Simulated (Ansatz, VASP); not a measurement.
## One calculation of Bi, two programs

INCAR

```
PREC = Accurate
ENCUT = 520
EDIFF = 1E-8
ISMEAR = -1
SIGMA = 0.03
LREAL = F
LASPH = T
NELM = 100
ALGO = Normal
ISIF = 2
LWAVE = F
LCHARG = F
GGA = PS
LEFG = T
NBANDS = 22
```

The input KPOINTS:

```
Automatic mesh
0
Gamma
  9 9 3
```

The input POSCAR:

```
Bi
1.0
    4.5987308376      0.0000000000      0.0000000000
   -2.2993654188      3.9826177306      0.0000000000
    0.0000000000      0.0000000000     11.9846625878
Bi
2
Direct
    0.3333333333      0.6666666667      0.2500000000
    0.6666666667      0.3333333333      0.7500000000
```

Input for Ansatz:

```yaml
crystal:
  lattice:
    - [4.5987308376, 0.0, 0.0]
    - [-2.2993654188, 3.9826177306, 0.0]
    - [0.0, 0.0, 11.9846625878]
  atoms:
    - { symbol: Bi, position: [0.3333333333, 0.6666666667, 0.25] }
    - { symbol: Bi, position: [0.6666666667, 0.3333333333, 0.75] }
kpoints:
  mp_grid: { grid: [9, 9, 3] }
scf:
  occupations: { method: fermi_dirac, width: 0.03 }
hamiltonian:
  xc: pbesol
  pseudopotentials: { kind: paw }
output:
  forces: true
  stress: true
  eigenvalues: true
  efg: { contact_densities: true }
```

Change from the starting cell: volume scaled by 1.04, PAW files.

Alike in both runs: task electric field gradients; functional PBEsol; k mesh 9 × 9 × 3; occupations fermi-dirac, width 0.03 eV; no spin polarisation.

```csv
,VASP,Ansatz
version,VASP 6.6.1,Ansatz 0.2.0
potentials or method,"VASP PAW PBE potentials, release 64 (Bi_d)","PAW with Ansatz's default frozen-core files, scalar-relativistic"
plane-wave cutoff (eV),520,420
valence electrons in the cell,30,30
```

VASP gave:

- pressure (GPa): -3.3
- traceless stress, the component that is largest in VASP (GPa): 2.98
- size of Vzz on the site where it differs most (V/Å²): 133.1

**Question.** Estimate Ansatz's values.

**Answer.** Pressure (GPa): -3.3; traceless stress, the component that is largest in VASP (GPa): 2.98; size of Vzz on the site where it differs most (V/Å²): 127.6.

VASP's potentials were made for PBE, not for PBEsol. With one functional, cell and mesh, what is left measures potentials, basis and numerics.

Spin-orbit coupling is off throughout.
